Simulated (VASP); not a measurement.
# Co (P6_3/mmc) in VASP: notebook, part 2 of 2

VASP 6.6.1. The steps go on from the part before.

**4. Single point, PBEsol, collinear spin, ferromagnetic start**

This run uses another cell than the first one, of 11.23 Å³/atom.

File INCAR:

```
SYSTEM = Co
PREC     = Accurate       ! precision mode
ENCUT    = 520            ! plane-wave cutoff, eV
EDIFF    = 1E-7           ! SCF threshold, eV
ISMEAR   = 0              ! smearing method
SIGMA    = 0.15           ! smearing width, eV
LREAL    = .False.        ! projectors in reciprocal space
LASPH    = .True.         ! aspherical terms in the spheres
NELM     = 150            ! most SCF steps
ALGO     = Normal         ! electronic algorithm
ISIF     = 2              ! what is computed and relaxed
LWAVE    = .False.        ! write WAVECAR
LCHARG   = .False.        ! write CHGCAR
ISPIN    = 2              ! spin polarisation
MAGMOM   = 1.79 1.79      ! initial moments
LORBIT   = 11             ! projections on sites
LMAXMIX  = 4              ! l up to which the mixer works
GGA      = PS             ! functional
NBANDS   = 20             ! bands
```

File KPOINTS:

```
Automatic mesh
0
Gamma
  21 21 12
  0 0 0
```

File POSCAR:

```
Co
1.0
    2.5783000000      0.0000000000      0.0000000000
   -1.2891500000      2.2328732986      0.0000000000
    0.0000000000      0.0000000000      3.9012000000
Co
2
Direct
    0.3333333333      0.6666666667      0.2500000000
    0.6666666667      0.3333333333      0.7500000000
```

Potentials or basis: VASP PAW PBE potentials, release 64 (Co).

Started as:

```sh
$ cat potpaw_PBE.64/Co/POTCAR > POTCAR
$ mpirun -np 1 vasp_std > vasp.out
```

OUTCAR:

```text
SYSTEM = Co
   PREC = Accurate
   ENCUT = 520
   EDIFF = 1E-7
   ISMEAR = 0
   LREAL = .False.
   LASPH = .True.
   NELM = 150
   ISIF = 2
   ISPIN = 2
   LORBIT = 11
   GGA = PS

 ion  position               nearest neighbor table
   1  0.333  0.667  0.250-   2 2.45   2 2.45   2 2.45   2 2.45   2 2.45   2 2.45
   2  0.667  0.333  0.750-   1 2.45   1 2.45   1 2.45   1 2.45   1 2.45   1 2.45

  LATTYP: Found a hexagonal cell.
 ALAT       =     2.5783000000
 C/A-ratio  =     1.5130900206

  Lattice vectors:

 A1 = (   2.5783000000,   0.0000000000,   0.0000000000)
 A2 = (  -1.2891500000,   2.2328732986,   0.0000000000)
 A3 = (   0.0000000000,   0.0000000000,   3.9012000000)

Analysis of symmetry for initial positions (statically):
=====================================================================
 Subroutine PRICEL returns:
 Original cell was already a primitive cell.

 Routine SETGRP: Setting up the symmetry group for a
 hexagonal supercell.

 Subroutine GETGRP returns: Found 24 space group operations
 (whereof 12 operations were pure point group operations)
 out of a pool of 24 trial point group operations.

The static configuration has the point symmetry D_3d.
 The point group associated with its full space group is D_6h.

Analysis of symmetry for dynamics (positions and initial velocities):
=====================================================================
 Subroutine PRICEL returns:
 Original cell was already a primitive cell.

 Routine SETGRP: Setting up the symmetry group for a
 hexagonal supercell.

 Subroutine GETGRP returns: Found 24 space group operations
 (whereof 12 operations were pure point group operations)
 out of a pool of 24 trial point group operations.

The dynamic configuration has the point symmetry D_3d.
 The point group associated with its full space group is D_6h.

Analysis of structural, dynamic, and magnetic symmetry:
=====================================================================
 Subroutine PRICEL returns:
 Original cell was already a primitive cell.

 Routine SETGRP: Setting up the symmetry group for a
 hexagonal supercell.

 Subroutine GETGRP returns: Found 24 space group operations
 (whereof 12 operations were pure point group operations)
 out of a pool of 24 trial point group operations.

The overall configuration has the point symmetry D_3d.
 The point group associated with its full space group is D_6h.

 Subroutine INISYM returns: Found 24 space group operations
 (whereof 12 operations are pure point group operations),
 and found     1 'primitive' translations

----------------------------------------------------------------------------------------

                                     Primitive cell

  volume of cell :      22.4593

  direct lattice vectors                    reciprocal lattice vectors
     2.578300000  0.000000000  0.000000000     0.387852461  0.223926723  0.000000000
    -1.289150000  2.232873299  0.000000000     0.000000000  0.447853445  0.000000000
     0.000000000  0.000000000  3.901200000     0.000000000  0.000000000  0.256331385

  length of vectors
     2.578300000  2.578300000  3.901200000     0.447853445  0.447853445  0.256331385

  position of ions in fractional coordinates (direct lattice)
     0.333333333  0.666666667  0.250000000
     0.666666667  0.333333333  0.750000000

[... 69 lines left out ...]
   ICHARG =      2    charge: 1-file 2-atom 10-const
   ISPIN  =      2    spin polarized calculation?
   LNONCOLLINEAR =      F non collinear calculations
   LSORBIT =      F    spin-orbit coupling
   LASPH  =      T    aspherical Exc in radial PAW
   ENCUT  =  520.0 eV  38.22 Ry    6.18 a.u.   4.79  4.79  7.25*2*pi/ulx,y,z
   NELM   =    150;   NELMIN=  2; NELMDL= -5     # of ELM steps
   EDIFF  = 0.1E-06   stopping-criterion for ELM
   LREAL  =      F    real-space projection
   EDIFFG = 0.1E-05   stopping-criterion for IOM
   NSW    =      0    number of steps for IOM
   IBRION =     -1    ionic relax: 0-MD 1-quasi-New 2-CG
   NFREE  =      0    steps in history (QN), initial steepest desc. (CG)
   ISIF   =      2    stress and relaxation
   ISYM   =      2    0-nonsym 1-usesym 2-fastsym
   POTIM  = 0.5000    time-step for ionic-motion
   TEBEG  =    0.0;   TEEND  =   0.0 temperature during run
   PSTRESS=    0.0 pullay stress
   NELECT =      18.0000    total number of electrons
   NUPDOWN=      -1.0000    fix difference up-down
   EMIN   =  10.00;   EMAX   =-10.00  energy-range for DOS
   EFERMI =   0.00;   METHOD = LEGACY
   ISMEAR =     0;   SIGMA  =   0.15  broadening in eV -4-tet -1-fermi 0-gaus
   EFERMI_NEDOS =   21; number of points for ismear=-14 and -15
   IALGO  =     38    algorithm
   IMIX   =      4    mixing-type and parameters
     AMIX     =   0.40;   BMIX     =  1.00
     AMIX_MAG =   1.60;   BMIX_MAG =  1.00
  volume/ion in A,a.u.               =      11.23        75.78
  Fermi-wavevector in a.u.,A,eV,Ry     =   1.520666  2.873641 31.462441  2.312424
  Thomas-Fermi vector in A             =   2.629485
   LORBIT       =     11    0 simple, 1 ext, 2 COOP (PROOUT), +10 PAW based schemes
   GGA     = PS    functional components
   LHFCALC =     F    Hartree Fock is set to
   AEXX    =    0.0000 exact exchange contribution
   IVDW    =     0    specifies the selected vdW correction
   LEPSILON=     F    determine dielectric tensor
   LRPA    =     F    only Hartree local field effects (RPA)
 spin polarized calculation
 Gauss-broadening in eV      SIGMA  =   0.15
  energy-cutoff  :      520.00
  volume of cell :       22.46
 maximum number of plane-waves:       626
 NGX is ok and might be reduce to    20
   NGX =  9   NGY =  9   NGZ = 15

 number of electron      18.0000012 magnetization       3.2403472

 Free energy of the ion-electron system (eV)
  ---------------------------------------------------
  ext. energy  EPLUGINS =         0.00000000
  ---------------------------------------------------
  free energy    TOTEN  =       -15.33320574 eV

  energy without entropy =      -15.31308309  energy(sigma->0) =      -15.32314442

 E-fermi :   9.5696     XC(G=0): -13.3713

 val. band max:        9.5674084280   @ k =   0.1429   0.1429   0.1667
 cond. band min:       9.5752278830   @ k =   0.0952   0.0476   0.1667
 fundamental gap:      0.0078194550
 Fermi energy:         9.5696326661

 spin component 1

 k-point     1 :       0.0000    0.0000    0.0000
  band No.  band energies     occupation
      1       0.8299      1.00000
      2       4.6535      1.00000
      3       7.0265      1.00000
      4       7.0265      1.00000
      5       7.3513      1.00000
      6       7.3970      1.00000
[... 541 lines left out ...]
     19      33.3874      0.00000
     20      34.4741      0.00000

 [... further k-points ...]

 spin component 2

 k-point     1 :       0.0000    0.0000    0.0000
  band No.  band energies     occupation
      1       0.8781      1.00000
      2       5.6840      1.00000
      3       8.6675      1.00000
      4       8.6675      1.00000
      5       9.0544      1.00000
      6       9.1032      0.99999
[... 541 lines left out ...]
     19      33.6478      0.00000
     20      34.9220      0.00000

 [... further k-points ...]

------------------------ aborting loop because EDIFF is reached ----------------------------------------

  FORCE on cell =-STRESS in cart. coord.  units (eV):
  Direction    XX          YY          ZZ          XY          YZ          ZX
  --------------------------------------------------------------------------------------
  -------------------------------------------------------------------------------------
  Total       -2.9113269     -2.9113269     -0.7218552     -0.0000000      0.0000000      0.0000000
  in kB     -207.6853287   -207.6853287    -51.4949865     -0.0000000      0.0000000      0.0000000
  external PRESSURE =    -155.6218813 kB  Pullay stress =       0.0000000 kB

 VOLUME and BASIS-vectors are now :
 -----------------------------------------------------------------------------
  energy-cutoff  :      520.00
  volume of cell :       22.46
      direct lattice vectors                 reciprocal lattice vectors
     2.578300000  0.000000000  0.000000000     0.387852461  0.223926723  0.000000000
    -1.289150000  2.232873299  0.000000000     0.000000000  0.447853445  0.000000000
     0.000000000  0.000000000  3.901200000     0.000000000  0.000000000  0.256331385

 POSITION                                       TOTAL-FORCE (eV/Angst)
 -----------------------------------------------------------------------------------
     -0.00000      1.48858      0.97530        -0.000000      0.000000      0.000000
      1.28915      0.74429      2.92590         0.000000      0.000000     -0.000000
 -----------------------------------------------------------------------------------
    total drift:                               -0.000000      0.000000     -0.000000

  FREE ENERGIE OF THE ION-ELECTRON SYSTEM (eV)
  ---------------------------------------------------
  free  energy   TOTEN  =       -15.3332057400 eV

  energy  without entropy=      -15.3130830944  energy(sigma->0) =      -15.32314442

 total charge

# of ion       s       p       d       tot
------------------------------------------
    1        0.476   0.495   7.242   8.214
    2        0.476   0.495   7.242   8.214
--------------------------------------------------
tot          0.953   0.991  14.484  16.428

 magnetization (x)

# of ion       s       p       d       tot
------------------------------------------
    1       -0.015  -0.051   1.707   1.641
    2       -0.015  -0.051   1.707   1.641
--------------------------------------------------
tot         -0.030  -0.101   3.414   3.283
```

It took 8.6 min on 1 thread of Oxide Virtual Turin-like, shared host; peak memory 0.27 GiB.

What came out:

* Free energy: -15.3332 eV
* Pressure: -15.6 GPa
* Net moment: 3.24 μB per cell
* Site moments: Co +1.64 μB
* Valence electrons inside the program's atomic spheres: Co 8.21

Stress tensor (GPa, compression positive):
```
-20.77   0.00   0.00
  0.00 -20.77   0.00
  0.00   0.00  -5.15
```

Caveat: the stress differs along the axes, from -21 to -5 GPa; the PAW data sets were made with another functional, which shifts forces and pressure a little.

**5. Single point, PBEsol, collinear spin, ferromagnetic start**

This run uses another cell than the first one, of 11.24 Å³/atom.

File INCAR:

```
SYSTEM = Co
PREC = Accurate
ENCUT = 520
EDIFF = 1E-7
ISMEAR = 0
SIGMA = 0.15
LREAL = .FALSE.
LASPH = .TRUE.
NELM = 150
ALGO = Normal
ISIF = 2
LWAVE = .FALSE.
LCHARG = .FALSE.
ISPIN = 2
MAGMOM = 1.79 1.79
LORBIT = 11
LMAXMIX = 4
GGA = PS
NBANDS = 20
```

File KPOINTS:

```
Automatic mesh
0
G
  21 21 12
  0 0 0
```

File POSCAR:

```
Co
1.0
    2.4965000000      0.0000000000      0.0000000000
   -1.2482500000      2.1620324205      0.0000000000
    0.0000000000      0.0000000000      4.1657000000
Co
2
Direct
    0.3333333333      0.6666666667      0.2500000000
    0.6666666667      0.3333333333      0.7500000000
```

Started as:

```sh
$ cat potpaw_PBE.64/Co/POTCAR > POTCAR
$ mpirun -np 1 vasp_std > vasp.out
```

Wall time 6.2 min (1 thread of Oxide Virtual Turin-like, shared host); peak memory 0.27 GiB.

It converged, with:

```
Free energy                                           : -15.3675 eV
Pressure                                              : -16.5 GPa
Net moment                                            : 3.27 μB per cell
Site moments                                          : Co +1.66 μB
Valence electrons inside the program's atomic spheres : Co 8.20
```

Stress tensor (GPa, compression positive):
```
-13.88   0.00   0.00
  0.00 -13.88   0.00
  0.00   0.00 -21.63
```

Levels at points of the mesh, in eV from the Fermi level:
Spin up:
```csv
k point,band 7,band 8,band 9,band 10,band 11,band 12,band 13,band 14,band 15,band 16
"(0.00, 0.00, 0.00)",-2.27,-1.84,-1.84,-0.90,-0.90,-0.46,5.56,22.01,24.03,24.48
"(0.00, 0.00, 0.50)",-2.57,-2.57,-1.19,-1.19,-1.19,-1.19,13.76,13.76,22.68,22.68
```
Spin down:
| k point | band 5 | band 6 | band 7 | band 8 | band 9 | band 10 |
| --- | --- | --- | --- | --- | --- | --- |
| (0.00, 0.00, 0.00) | -0.90 | -0.59 | -0.59 | -0.46 | -0.03 | -0.03 |
| (0.00, 0.00, 0.50) | -0.92 | -0.92 | -0.92 | -0.92 | 0.69 | 0.69 |

Caveat: the stress differs along the axes, from -22 to -14 GPa; the PAW data sets were made with another functional, which shifts forces and pressure a little.

**6. Summary**

```tsv
cell	gap on the mesh (eV)	pressure (GPa)	moment (μB)
a = 2.497, b = 2.496, c = 3.967 Å, angles 90.0, 90.0, 120.0°, 2 atoms	none	-7.9	3.17
a = 2.406, b = 2.406, c = 4.285 Å, angles 90.0, 90.0, 120.0°, 2 atoms	none	-6.1	3.23
a = 2.578, b = 2.578, c = 3.901 Å, angles 90.0, 90.0, 120.0°, 2 atoms	none	-15.6	3.24
a = 2.497, b = 2.496, c = 4.166 Å, angles 90.0, 90.0, 120.0°, 2 atoms	none	-16.5	3.27
```

Alike in all rows: task single point; level PBEsol; potentials or basis VASP PAW PBE potentials, release 64 (Co); spin collinear, ferromagnetic start; k mesh 21 × 21 × 12; cutoff (eV) 520; smearing gaussian 0.15 eV.

Caveats: the PAW data sets were made with another functional, which shifts forces and pressure a little; the cell stands under tension (at least some runs); the stress differs along the axes, from -25 to 3 GPa (at least some runs); the stress differs along the axes, from -21 to -5 GPa (at least some runs); the stress differs along the axes, from -22 to -14 GPa (at least some runs).

Total energies depend on the potentials used, so only differences within one code and one set of settings carry meaning.
